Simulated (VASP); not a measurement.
# PbS (Cmcm) in VASP: settings compared

PbS is run at these levels: PBE, PBE+D3(BJ); tasks: single point.

Everything below comes from runs of VASP 6.6.1. Logs are shortened: lines on timing, memory, paths and dates and some standing lists are left out, and cuts for length are marked.

**1. The cell of the first run**

It takes space group Cmcm (No. 63, orthorhombic). The conventional cell has a = 4.127 Å, b = 11.739 Å, c = 4.260 Å, α = 90.00°, β = 90.00°, γ = 90.00°. Pb (site symmetry m2m) has 5 S at 2.68 to 2.97 Å within 3.5 Å. S (site symmetry m2m) has 5 Pb at 2.68 to 2.97 Å within 3.5 Å.

**2. Single point, PBE**

Input file INCAR:

```
ALGO = Normal ; EDIFF = 1E-7
ENCUT = 520 ; GGA = PE
ISIF = 2 ; ISMEAR = 0
LASPH = True ; LCHARG = False
LREAL = False ; LWAVE = False
NBANDS = 28 ; NELM = 60
PREC = Accurate ; SIGMA = 0.01
```

Input file KPOINTS:

```
k-points
0
Gamma
  4 4 4
```

Input file POSCAR:

```
PbS
1.0
    2.0637484146     -5.8692756833      0.0000000000
    2.0637484146      5.8692756833      0.0000000000
    0.0000000000      0.0000000000      4.2604423703
Pb S
2 2
Direct
    0.8722772600      0.1277227400      0.7500000000
    0.1277227400      0.8722772600      0.2500000000
    0.6436799886      0.3563200114      0.7500000000
    0.3563200114      0.6436799886      0.2500000000
```

Potentials or basis: VASP PAW PBE potentials, release 64 (Pb_d, S).

Launch:

```console
$ cat potpaw_PBE.64/Pb_d/POTCAR potpaw_PBE.64/S/POTCAR > POTCAR
$ mpirun -np 1 vasp_std > vasp.out
```

OUTCAR:

```text
EDIFF = 1E-7
   ENCUT = 520
   GGA = PE
   ISIF = 2
   ISMEAR = 0
   LASPH = True
   LREAL = False
   NELM = 60
   PREC = Accurate

 ion  position               nearest neighbor table
   1  0.872  0.128  0.750-   3 2.68   4 2.97   4 2.97   4 2.97   4 2.97   2 3.68   2 3.68   2 4.13
                             2 4.13   2 4.13   2 4.13
   2  0.128  0.872  0.250-   4 2.68   3 2.97   3 2.97   3 2.97   3 2.97   1 3.68   1 3.68   1 4.13
                             1 4.13   1 4.13   1 4.13
   3  0.644  0.356  0.750-   1 2.68   2 2.97   2 2.97   2 2.97   2 2.97
   4  0.356  0.644  0.250-   2 2.68   1 2.97   1 2.97   1 2.97   1 2.97

  LATTYP: Found a base centered orthorhombic cell.
 ALAT       =     4.1274968292
 B/A-ratio  =     2.8439879792
 C/A-ratio  =     1.0322097258

  Lattice vectors:

 A1 = (   2.0637484146,  -5.8692756833,   0.0000000000)
 A2 = (   2.0637484146,   5.8692756833,   0.0000000000)
 A3 = (   0.0000000000,   0.0000000000,   4.2604423703)

Analysis of symmetry for initial positions (statically):
=====================================================================
 Subroutine PRICEL returns:
 Original cell was already a primitive cell.

 Routine SETGRP: Setting up the symmetry group for a
 base centered orthorhombic supercell.

 Subroutine GETGRP returns: Found  8 space group operations
 (whereof  4 operations were pure point group operations)
 out of a pool of  8 trial point group operations.

The static configuration has the point symmetry C_2h.
 The point group associated with its full space group is D_2h.

Analysis of symmetry for dynamics (positions and initial velocities):
=====================================================================
 Subroutine PRICEL returns:
 Original cell was already a primitive cell.

 Routine SETGRP: Setting up the symmetry group for a
 base centered orthorhombic supercell.

 Subroutine GETGRP returns: Found  8 space group operations
 (whereof  4 operations were pure point group operations)
 out of a pool of  8 trial point group operations.

The dynamic configuration has the point symmetry C_2h.
 The point group associated with its full space group is D_2h.

 Subroutine INISYM returns: Found  8 space group operations
 (whereof  4 operations are pure point group operations),
 and found     1 'primitive' translations

----------------------------------------------------------------------------------------

                                     Primitive cell

  volume of cell :     103.2110

  direct lattice vectors                    reciprocal lattice vectors
     2.063748415 -5.869275683  0.000000000     0.242277594 -0.085189387  0.000000000
     2.063748415  5.869275683  0.000000000     0.242277594  0.085189387  0.000000000
     0.000000000  0.000000000  4.260442370     0.000000000  0.000000000  0.234717410

  length of vectors
     6.221531529  6.221531529  4.260442370     0.256818349  0.256818349  0.234717410

  position of ions in fractional coordinates (direct lattice)
     0.872277260  0.127722740  0.750000000
     0.127722740  0.872277260  0.250000000
     0.643679989  0.356320011  0.750000000
     0.356320011  0.643679989  0.250000000

  ion indices of the primitive-cell ions
   primitive index   ion index
                 1           1
                 2           2
                 3           3
                 4           4

----------------------------------------------------------------------------------------

 KPOINTS: k-points

Automatic generation of k-mesh.
 Grid dimensions read from file:
 generate k-points for:    4    4    4

 Generating k-lattice:

  Cartesian coordinates                     Fractional coordinates (reciprocal lattice)
     0.060569398 -0.021297347  0.000000000     0.250000000  0.000000000  0.000000000
     0.060569398  0.021297347  0.000000000     0.000000000  0.250000000  0.000000000
     0.000000000  0.000000000  0.058679353     0.000000000  0.000000000  0.250000000

  Length of vectors
     0.064204587  0.064204587  0.058679353

  Shift w.r.t. Gamma in fractional coordinates (k-lattice)
     0.000000000  0.000000000  0.000000000

 Subroutine IBZKPT returns following result:
 ===========================================

 Found     21 irreducible k-points:

 Following reciprocal coordinates:
            Coordinates               Weight
  0.000000  0.000000  0.000000      1.000000
  0.250000  0.000000  0.000000      4.000000
  0.500000  0.000000  0.000000      2.000000
  0.250000  0.250000  0.000000      2.000000
  0.500000  0.250000  0.000000      4.000000
 -0.250000  0.250000  0.000000      2.000000
[... 13 lines left out ...]
 -0.250000  0.250000  0.500000      2.000000
  0.500000  0.500000  0.500000      1.000000
   k-points           NKPTS =     21   k-points in BZ     NKDIM =     21   number of bands    NBANDS=     28
   number of dos      NEDOS =    301   number of ions     NIONS =      4
   total plane-waves  NPLWV =  73728
   dimension x,y,z NGX =    48 NGY =   48 NGZ =   32
   dimension x,y,z NGXF=    96 NGYF=   96 NGZF=   64
   ions per type =               2   2
   NGX,Y,Z   is equivalent  to a cutoff of  12.83, 12.83, 12.49 a.u.
   NGXF,Y,Z  is equivalent  to a cutoff of  25.65, 25.65, 24.97 a.u.
 SYSTEM =  unknown system
   PREC   = accura    normal or accurate (medium, high low for compatibility)
   ISTART =      0    job   : 0-new  1-cont  2-samecut
   ICHARG =      2    charge: 1-file 2-atom 10-const
   ISPIN  =      1    spin polarized calculation?
   LNONCOLLINEAR =      F non collinear calculations
   LSORBIT =      F    spin-orbit coupling
   LASPH  =      T    aspherical Exc in radial PAW
   ENCUT  =  520.0 eV  38.22 Ry    6.18 a.u.  11.57 11.57  7.92*2*pi/ulx,y,z
   NELM   =     60;   NELMIN=  2; NELMDL= -5     # of ELM steps
   EDIFF  = 0.1E-06   stopping-criterion for ELM
   LREAL  =      F    real-space projection
   EDIFFG = 0.1E-05   stopping-criterion for IOM
   NSW    =      0    number of steps for IOM
   IBRION =     -1    ionic relax: 0-MD 1-quasi-New 2-CG
   NFREE  =      0    steps in history (QN), initial steepest desc. (CG)
   ISIF   =      2    stress and relaxation
   ISYM   =      2    0-nonsym 1-usesym 2-fastsym
   POTIM  = 0.5000    time-step for ionic-motion
   TEBEG  =    0.0;   TEEND  =   0.0 temperature during run
   PSTRESS=    0.0 pullay stress
   NELECT =      40.0000    total number of electrons
   NUPDOWN=      -1.0000    fix difference up-down
   EMIN   =  10.00;   EMAX   =-10.00  energy-range for DOS
   EFERMI =   0.00;   METHOD = LEGACY
   ISMEAR =     0;   SIGMA  =   0.01  broadening in eV -4-tet -1-fermi 0-gaus
   EFERMI_NEDOS =   21; number of points for ismear=-14 and -15
   IALGO  =     38    algorithm
   IMIX   =      4    mixing-type and parameters
     AMIX     =   0.40;   BMIX     =  1.00
     AMIX_MAG =   1.60;   BMIX_MAG =  1.00
  volume/ion in A,a.u.               =      25.80       174.13
  Fermi-wavevector in a.u.,A,eV,Ry     =   1.193584  2.255546 19.383429  1.424642
  Thomas-Fermi vector in A             =   2.329594
   LORBIT       =      0    0 simple, 1 ext, 2 COOP (PROOUT), +10 PAW based schemes
   GGA     = PE    functional components
   LHFCALC =     F    Hartree Fock is set to
   AEXX    =    0.0000 exact exchange contribution
   IVDW    =     0    specifies the selected vdW correction
   LEPSILON=     F    determine dielectric tensor
   LRPA    =     F    only Hartree local field effects (RPA)
 non-spin polarized calculation
 Gauss-broadening in eV      SIGMA  =   0.01
  energy-cutoff  :      520.00
  volume of cell :      103.21
 maximum number of plane-waves:      2810
 NGX is ok and might be reduce to    48
   NGX = 23   NGY = 23   NGZ = 15

 number of electron      40.0000009 magnetization

 Free energy of the ion-electron system (eV)
  ---------------------------------------------------
  ext. energy  EPLUGINS =         0.00000000
  ---------------------------------------------------
  free energy    TOTEN  =       -17.36201830 eV

  energy without entropy =      -17.36201830  energy(sigma->0) =      -17.36201830

 E-fermi :   5.3064     XC(G=0):  -9.7555

 val. band max:        5.1812189888   @ k =   0.0000   0.0000   0.5000
 cond. band min:       6.4402719323   @ k =   0.5000   0.5000   0.0000
 fundamental gap:      1.2590529434
 Fermi energy:         5.3063925550

 k-point     1 :       0.0000    0.0000    0.0000
  band No.  band energies     occupation
      1     -11.1448      2.00000
      2     -11.0425      2.00000
      3     -11.0382      2.00000
      4     -11.0251      2.00000
      5     -10.9823      2.00000
      6     -10.9808      2.00000
[... 20 lines left out ...]
     27      11.4190      0.00000
     28      12.3380      0.00000

 k-point     2 :       0.2500    0.0000    0.0000
  band No.  band energies     occupation
      1     -11.1091      2.00000
      2     -11.0331      2.00000
      3     -11.0275      2.00000
      4     -11.0015      2.00000
      5     -10.9978      2.00000
      6     -10.9888      2.00000
[... 20 lines left out ...]
     27      12.3533      0.00000
     28      13.0985      0.00000

 k-point     3 :       0.5000    0.0000    0.0000
  band No.  band energies     occupation
      1     -11.0564      2.00000
      2     -11.0394      2.00000
      3     -11.0308      2.00000
      4     -11.0230      2.00000
      5     -10.9990      2.00000
      6     -10.9885      2.00000
[... 20 lines left out ...]
     27      13.3040      0.00000
     28      14.3544      0.00000

 k-point     4 :       0.2500    0.2500    0.0000
  band No.  band energies     occupation
      1     -11.0567      2.00000
      2     -11.0395      2.00000
      3     -11.0380      2.00000
      4     -11.0079      2.00000
      5     -10.9964      2.00000
      6     -10.9961      2.00000
[... 485 lines left out ...]
     27      12.2578      0.00000
     28      12.2578      0.00000

 k-point    20 :      -0.2500    0.2500    0.5000
  band No.  band energies     occupation
      1     -11.0691      2.00000
      2     -11.0691      2.00000
      3     -11.0138      2.00000
      4     -11.0138      2.00000
      5     -10.9877      2.00000
      6     -10.9877      2.00000
[... 20 lines left out ...]
     27      14.7801      0.00000
     28      14.7801      0.00000

 k-point    21 :       0.5000    0.5000    0.5000
  band No.  band energies     occupation
      1     -11.0748      2.00000
      2     -11.0748      2.00000
      3     -11.0046      2.00000
      4     -11.0046      2.00000
      5     -10.9882      2.00000
      6     -10.9882      2.00000
[... 20 lines left out ...]
     27      13.9040      0.00000
     28      13.9040      0.00000

------------------------ aborting loop because EDIFF is reached ----------------------------------------

  FORCE on cell =-STRESS in cart. coord.  units (eV):
  Direction    XX          YY          ZZ          XY          YZ          ZX
  --------------------------------------------------------------------------------------
  -------------------------------------------------------------------------------------
  Total        1.2013770      1.4139724      1.1745910      0.0000000      0.0000000      0.0000000
  in kB       18.6493608     21.9495465     18.2335531      0.0000000      0.0000000      0.0000000
  external PRESSURE =      19.6108202 kB  Pullay stress =       0.0000000 kB

 VOLUME and BASIS-vectors are now :
 -----------------------------------------------------------------------------
  energy-cutoff  :      520.00
  volume of cell :      103.21
      direct lattice vectors                 reciprocal lattice vectors
     2.063748415 -5.869275683  0.000000000     0.242277594 -0.085189387  0.000000000
     2.063748415  5.869275683  0.000000000     0.242277594  0.085189387  0.000000000
     0.000000000  0.000000000  4.260442370     0.000000000  0.000000000  0.234717410

 POSITION                                       TOTAL-FORCE (eV/Angst)
 -----------------------------------------------------------------------------------
      2.06375     -4.37000      3.19533         0.000000     -0.061599      0.000000
      2.06375      4.37000      1.06511         0.000000      0.061599     -0.000000
      2.06375     -1.68659      3.19533         0.000000      0.090952     -0.000000
      2.06375      1.68659      1.06511         0.000000     -0.090952     -0.000000
 -----------------------------------------------------------------------------------
    total drift:                               -0.000000     -0.000000      0.000000

  FREE ENERGIE OF THE ION-ELECTRON SYSTEM (eV)
  ---------------------------------------------------
  free  energy   TOTEN  =       -17.3620182977 eV

  energy  without entropy=      -17.3620182977  energy(sigma->0) =      -17.36201830
```

It took 84 s on 1 thread of Intel Xeon Platinum 8259CL at 2.50GHz (Skylake/Cascade Lake), shared host; peak memory 0.27 GiB.

What came out:

```yaml
Free_energy: -17.3620 eV
Pressure: 2.0 GPa
Largest_force: 0.091 eV/Å
Band_gap_on_the_k_mesh: 1.26 eV, indirect (least direct gap 1.66 eV)
```

Forces in eV/Å, atoms in the order of the input:
```
Pb   0.000 -0.062  0.000
Pb   0.000  0.062  0.000
S    0.000  0.091  0.000
S    0.000 -0.091  0.000
```

Stress tensor (GPa, compression positive):
```
1.86 0.00 0.00
0.00 2.19 0.00
0.00 0.00 1.82
```

Levels at points of the mesh, in eV from the valence-band top:
```tsv
k point	band 16	band 17	band 18	band 19	band 20	band 21	band 22	band 23	band 24	band 25
(0.00, 0.00, 0.00)	-2.97	-2.31	-1.65	-1.43	-0.45	4.76	4.80	5.00	5.63	6.07
(0.50, 0.00, 0.00)	-1.99	-1.32	-1.12	-0.30	-0.27	1.90	1.93	2.21	3.12	3.32
(0.50, 0.50, 0.00)	-2.58	-1.89	-1.74	-1.24	-0.40	1.26	4.51	4.91	4.99	5.74
(0.00, 0.00, 0.50)	-2.78	-1.06	-1.06	0.00	0.00	1.90	1.90	2.86	2.86	5.25
(0.50, 0.00, 0.50)	-4.29	-3.16	-3.16	-1.35	-1.35	3.48	3.48	5.44	5.44	6.52
(0.50, 0.50, 0.50)	-1.18	-1.09	-1.09	-0.43	-0.43	1.83	1.83	3.35	3.35	3.67
```

Caveat: spin-orbit coupling is left out, which moves the levels of the heavy elements.

**3. Single point, PBE+D3(BJ)**

This run uses another cell than the first one, of 25.51 Å³/atom, 0.989 times its volume.

Input file INCAR:

```
PREC = Accurate
ENCUT = 520
EDIFF = 1E-6
ISMEAR = -1
SIGMA = 0.02
LREAL = F
LASPH = T
NELM = 80
ALGO = Normal
ISIF = 2
LWAVE = F
LCHARG = T
GGA = PE
IVDW = 12
LELF = T
LVHAR = T
NBANDS = 28
```

Input file KPOINTS:

```
Automatic mesh
0
Gamma
  6 6 6
```

Input file POSCAR:

```
PbS
1.0
    2.0549625747     -5.8169553266      0.0000000000
    2.0549625747      5.8169553266      0.0000000000
    0.0000000000      0.0000000000      4.2686387846
Pb S
2 2
Direct
    0.8730389803      0.1269610197      0.7500000000
    0.1269610197      0.8730389803      0.2500000000
    0.6405164257      0.3594835743      0.7500000000
    0.3594835743      0.6405164257      0.2500000000
```

Potentials or basis: VASP PAW PBE potentials, release 64 (Pb_d, S).

Launch:

```console
$ cat potpaw_PBE.64/Pb_d/POTCAR potpaw_PBE.64/S/POTCAR > POTCAR
$ mpirun -np 1 vasp_std > vasp.out
```

Wall time 62 s (1 thread of Intel Xeon 6975P-C (Granite Rapids), shared host); peak memory 0.32 GiB.

It converged, with:

- Free energy: -18.7681 eV
- Pressure: -0.1 GPa
- Largest force: 0.004 eV/Å
- Band gap on the k mesh: 1.22 eV, indirect (least direct gap 1.28 eV)
- Dispersion energy per atom: -0.357 eV

Forces on the atoms (eV/Å):
```
Pb   0.000  0.004  0.000
Pb   0.000 -0.004  0.000
S    0.000  0.002  0.000
S    0.000 -0.002  0.000
```

Levels at points of the mesh, in eV from the valence-band top:
```
           k point  band 18  band 19  band 20  band 21  band 22  band 23
(0.00, 0.00, 0.00)    -1.81    -1.57    -0.63     4.57     4.70     4.97
(0.50, 0.00, 0.00)    -1.21    -0.43    -0.32     1.76     1.77     2.01
(0.50, 0.50, 0.00)    -1.73    -1.35    -0.61     1.22     4.43     4.73
(0.00, 0.00, 0.50)    -1.15    -0.05    -0.05     1.78     1.78     2.74
(0.50, 0.00, 0.50)    -3.36    -1.44    -1.44     3.34     3.34     5.46
(0.50, 0.50, 0.50)    -1.16    -0.49    -0.49     1.66     1.66     3.27
```

Caveat: spin-orbit coupling is left out, which moves the levels of the heavy elements.
